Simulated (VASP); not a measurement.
# TiO2 (P4_2/mnm) in VASP: a series of runs, part 2 of 2

VASP 6.6.1. The steps go on from the part before.

### 3 Single point, PBE

This run uses another cell than the first one, of 10.65 Å³/atom, 1.019 times its volume.

File INCAR:

```
PREC = Accurate ; ENCUT = 520
EDIFF = 1E-6 ; ISMEAR = -1
SIGMA = 0.05 ; LREAL = F
LASPH = T ; NELM = 100
ALGO = Normal ; ISIF = 2
LWAVE = F ; LCHARG = F
GGA = PE ; NBANDS = 33
```

File KPOINTS:

```
Automatic mesh
0
Gamma
  6 6 9
```

File POSCAR:

```
TiO2
1.0
    4.6433190095      0.0000000000      0.0000000000
    0.0000000000      4.6433190095      0.0000000000
    0.0000000000      0.0000000000      2.9638602052
Ti O
2 4
Direct
    0.0000000000      0.0000000000      0.5000000000
    0.5000000000      0.5000000000      0.0000000000
    0.3051281362      0.3051281362      0.5000000000
    0.1948718638      0.8051281362      0.0000000000
    0.8051281362      0.1948718638      0.0000000000
    0.6948718638      0.6948718638      0.5000000000
```

Potentials or basis: VASP PAW PBE potentials, release 64 (Ti_sv, O).

Started as:

```
cat potpaw_PBE.64/Ti_sv/POTCAR potpaw_PBE.64/O/POTCAR > POTCAR
mpirun -np 1 vasp_std > vasp.out
```

OUTCAR:

```text
PREC = Accurate
   ENCUT = 520
   EDIFF = 1E-6
   ISMEAR = -1
   LREAL = F
   LASPH = T
   NELM = 100
   ISIF = 2
   GGA = PE

 ion  position               nearest neighbor table
   1  0.000  0.000  0.500-   4 1.96   5 1.96   4 1.96   5 1.96   3 2.00   6 2.00
   2  0.500  0.500  0.000-   3 1.96   6 1.96   3 1.96   6 1.96   5 2.00   4 2.00
   3  0.305  0.305  0.500-   2 1.96   2 1.96   1 2.00
   4  0.195  0.805  0.000-   1 1.96   1 1.96   2 2.00
   5  0.805  0.195  0.000-   1 1.96   1 1.96   2 2.00
   6  0.695  0.695  0.500-   2 1.96   2 1.96   1 2.00

  LATTYP: Found a simple tetragonal cell.
 ALAT       =     4.6433190095
 C/A-ratio  =     0.6383063923

  Lattice vectors:

 A1 = (   4.6433190095,   0.0000000000,   0.0000000000)
 A2 = (   0.0000000000,   4.6433190095,   0.0000000000)
 A3 = (   0.0000000000,   0.0000000000,   2.9638602052)

Analysis of symmetry for initial positions (statically):
=====================================================================
 Subroutine PRICEL returns:
[... 177 lines left out ...]
  free energy    TOTEN  =       -53.67622222 eV

  energy without entropy =      -53.67622222  energy(sigma->0) =      -53.67622222

 E-fermi :   5.4759     XC(G=0): -11.2846

 val. band max:        4.5768251892   @ k =   0.0000   0.0000   0.0000
 cond. band min:       6.4120125368   @ k =   0.0000   0.0000   0.0000
 fundamental gap:      1.8351873477
 Fermi energy:         5.4759293284

 k-point     1 :       0.0000    0.0000    0.0000
  band No.  band energies     occupation
      1     -52.3822      2.00000
      2     -52.3673      2.00000
      3     -28.6690      2.00000
      4     -28.6690      2.00000
      5     -28.5191      2.00000
      6     -28.5191      2.00000
[... 853 lines left out ...]
     32       9.6691      0.00000
     33      10.9651      0.00000

 [... further k-points ...]
[... 5 lines left out ...]
  --------------------------------------------------------------------------------------
  -------------------------------------------------------------------------------------
  Total        0.2235859      0.2235859      0.3538568      0.0000000      0.0000000      0.0000000
  in kB        5.6058344      5.6058344      8.8720386      0.0000000      0.0000000      0.0000000
  external PRESSURE =       6.6945691 kB  Pullay stress =       0.0000000 kB

 VOLUME and BASIS-vectors are now :
 -----------------------------------------------------------------------------
  energy-cutoff  :      520.00
  volume of cell :       63.90
      direct lattice vectors                 reciprocal lattice vectors
     4.643319009  0.000000000  0.000000000     0.215363191  0.000000000  0.000000000
     0.000000000  4.643319009  0.000000000     0.000000000  0.215363191  0.000000000
     0.000000000  0.000000000  2.963860205     0.000000000  0.000000000  0.337397829

 POSITION                                       TOTAL-FORCE (eV/Angst)
 -----------------------------------------------------------------------------------
      0.00000      0.00000      1.48193         0.000000      0.000000     -0.000000
      2.32166      2.32166      0.00000         0.000000      0.000000     -0.000000
      1.41681      1.41681      1.48193        -0.020288     -0.020288     -0.000000
      0.90485      3.73847      0.00000         0.020288     -0.020288     -0.000000
      3.73847      0.90485      0.00000        -0.020288      0.020288      0.000000
      3.22651      3.22651      1.48193         0.020288      0.020288      0.000000
 -----------------------------------------------------------------------------------
    total drift:                                0.000000      0.000000      0.000000

  FREE ENERGIE OF THE ION-ELECTRON SYSTEM (eV)
  ---------------------------------------------------
  free  energy   TOTEN  =       -53.6762222247 eV

  energy  without entropy=      -53.6762222241  energy(sigma->0) =      -53.67622222
```

OSZICAR:

```text
N       E                     dE             d eps       ncg     rms          rms(c)
DAV:   1     0.660501710522E+03    0.66050E+03   -0.24461E+04  3308   0.172E+03
DAV:   2     0.301795578253E+02   -0.63032E+03   -0.58298E+03  3586   0.520E+02
DAV:   3    -0.651781831068E+02   -0.95358E+02   -0.93630E+02  4561   0.191E+02
DAV:   4    -0.710549013291E+02   -0.58767E+01   -0.58644E+01  4823   0.446E+01
DAV:   5    -0.713168095392E+02   -0.26191E+00   -0.26188E+00  4372   0.737E+00    0.308E+01
DAV:   6    -0.541386112245E+02    0.17178E+02   -0.76795E+01  4311   0.878E+01    0.115E+01
DAV:   7    -0.540191583989E+02    0.11945E+00   -0.14106E+01  4164   0.340E+01    0.909E+00
DAV:   8    -0.539229557461E+02    0.96203E-01   -0.46104E-01  3993   0.482E+00    0.771E+00
DAV:   9    -0.539187455144E+02    0.42102E-02   -0.18366E+00  4259   0.154E+01    0.443E+00
DAV:  10    -0.536801563368E+02    0.23859E+00   -0.95285E-01  4145   0.916E+00    0.669E-01
DAV:  11    -0.536772732118E+02    0.28831E-02   -0.39797E-02  3829   0.162E+00    0.435E-01
DAV:  12    -0.536772476040E+02    0.25608E-04   -0.50229E-03  3798   0.834E-01    0.261E-01
DAV:  13    -0.536762595621E+02    0.98804E-03   -0.21530E-03  4548   0.379E-01    0.734E-02
DAV:  14    -0.536762608584E+02   -0.12963E-05   -0.15333E-04  3750   0.870E-02    0.525E-02
DAV:  15    -0.536762210765E+02    0.39782E-04   -0.14492E-04  4366   0.995E-02    0.290E-03
DAV:  16    -0.536762225693E+02   -0.14928E-05   -0.10347E-05  3421   0.256E-02    0.815E-03
DAV:  17    -0.536762222247E+02    0.34451E-06   -0.89420E-07  2270   0.117E-02
   1 F= -.53676222E+02 E0= -.53676222E+02  d E =-.654151E-09
```

stdout:

```text
POSCAR found type information on POSCAR TiO
 POSCAR found :  2 types and       6 ions
 scaLAPACK will be used
 LDA part: xc-table for (Slater+PW92), standard interpolation
 POSCAR, INCAR and KPOINTS ok, starting setup
 FFT: planning ... GRIDC
 FFT: planning ... GRID_SOFT
 FFT: planning ... GRID
 WAVECAR not read
 entering main loop
```

Run time: 39 s. Hardware: 1 thread of Intel Xeon 6975P-C (Granite Rapids), shared host; peak memory 0.22 GiB.

What came out:

- Free energy: -53.6762 eV
- Pressure: 0.7 GPa
- Largest force: 0.029 eV/Å
- Band gap on the k mesh: 1.84 eV, direct

Forces in eV/Å, atoms in the order of the input:
```
Ti   0.000  0.000  0.000
Ti   0.000  0.000  0.000
O   -0.020 -0.020  0.000
O    0.020 -0.020  0.000
O   -0.020  0.020  0.000
O    0.020  0.020  0.000
```

Stress tensor (GPa, compression positive):
```
0.56 0.00 0.00
0.00 0.56 0.00
0.00 0.00 0.89
```

A k mesh can miss the band edges. Expect the measured gap to be larger: semilocal functionals such as PBE lack the derivative discontinuity.
